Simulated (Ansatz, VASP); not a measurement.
## CdTe2Pb3 in VASP and in Ansatz

```
CELL_PARAMETERS angstrom
4.58714 0.00000 0.00000
0.00000 4.58714 0.00000
0.00000 0.00000 9.30606
ATOMIC_POSITIONS crystal
Cd 0.50000 0.50000 0.00000
Te 0.50000 0.00000 0.32794
Te 0.00000 0.50000 0.67206
Pb 0.00000 0.00000 0.00000
Pb 0.50000 0.00000 0.66690
Pb 0.00000 0.50000 0.33310
```

Change from the starting cell: species swapped into the Mn3CoAs2 type (P-4m2, No. 115).

Alike in both runs: functional PBE; k mesh 4 × 4 × 2; occupations gaussian, width 0.2 eV; no spin polarisation.

Ansatz relaxed the structure, and its values are those at the end. VASP's run is a single point on that final structure, the one shown.

```csv
,VASP,Ansatz
version,VASP 6.6.1,Ansatz 0.2.0
potentials or method,"VASP PAW PBE potentials, release 64 (Cd, Te, Pb_d), cutoff 520 eV","scalar-relativistic, plane waves, PAW"
valence electrons in the cell,66,94
```

VASP gave:

| Property | Result |
| --- | --- |
| gap on the k mesh at the Fermi level (eV) | none |
| pressure (GPa) | 0.4 |
| rms of the force components (eV/Å) | 0.030 |

Q: What did Ansatz give for the same quantities?

A: gap on the k mesh at the Fermi level (eV): none; pressure (GPa): 0.4; rms of the force components (eV/Å): 0.029.

A gap of «none» marks a metal or a gap that the smearing closes. The functional is the same, so the differences come from potentials, cutoffs and numerics. VASP's potentials hold 66 valence electrons a cell and Ansatz's 94, so a difference there can come from the potentials and not from the codes.

Neither program's run includes spin-orbit coupling.
